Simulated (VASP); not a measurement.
A run of VASP 6.6.1 is set up as follows.

File INCAR:

```
SYSTEM = NbSbO
PREC = Accurate
ENCUT = 600
EDIFF = 1E-6
ISMEAR = 0
SIGMA = 0.1
LREAL = .FALSE.
LASPH = .TRUE.
NELM = 80
ALGO = Normal
ISIF = 3
LWAVE = .FALSE.
LCHARG = .FALSE.
GGA = PE
IBRION = 2
NSW = 90
EDIFFG = -0.04
```

Contents of KPOINTS:

```
Automatic mesh
0
G
  4 4 4
  0 0 0
```

The input POSCAR:

```
NbSbO
1.0
    4.1215378160      0.0000000000      0.0000000000
    0.0000000000      4.1215378160      0.0000000000
    0.0000000000      0.0000000000      6.5994436496
Nb Sb O
2 2 2
Direct
    0.0000000000      0.0000000000      0.0000000000
    0.5000000000      0.5000000000      0.0000000000
    0.0000000000      0.5000000000      0.6431363549
    0.5000000000      0.0000000000      0.3568636451
    0.0000000000      0.5000000000      0.0760472198
    0.5000000000      0.0000000000      0.9239527802
```

Potentials or basis: VASP PAW PBE potentials, release 64 (Nb_sv, Sb, O).

The run is started by

```console
$ cat potpaw_PBE.64/Nb_sv/POTCAR potpaw_PBE.64/Sb/POTCAR potpaw_PBE.64/O/POTCAR > POTCAR
$ mpirun -np 1 vasp_std > vasp.out
```

Q: Predict the band gap on the k mesh.

A: Zero (bands 24 and 25 overlap by 0.54 eV).

Q: Predict the relaxed cell.

A: a = 4.140 Å, b = 4.140 Å, c = 6.527 Å, α = 90.00°, β = 90.00°, γ = 90.00°.

Q: Predict the relaxed volume.

A: 18.65 Å³/atom.

Q: What does it give for the space group after relaxing (to 0.1 Å)?

A: P4/nmm (No. 129).

Stress tensor (GPa, compression positive):
```
-0.09  0.00  0.00
 0.00 -0.09  0.00
 0.00  0.00  0.26
```

Caveat: the k points lie up to 0.38 Å⁻¹ apart in the final cell, too coarse for converged energies and pressures of a metal; spin-orbit coupling is left out, which moves the levels of the heavy elements.
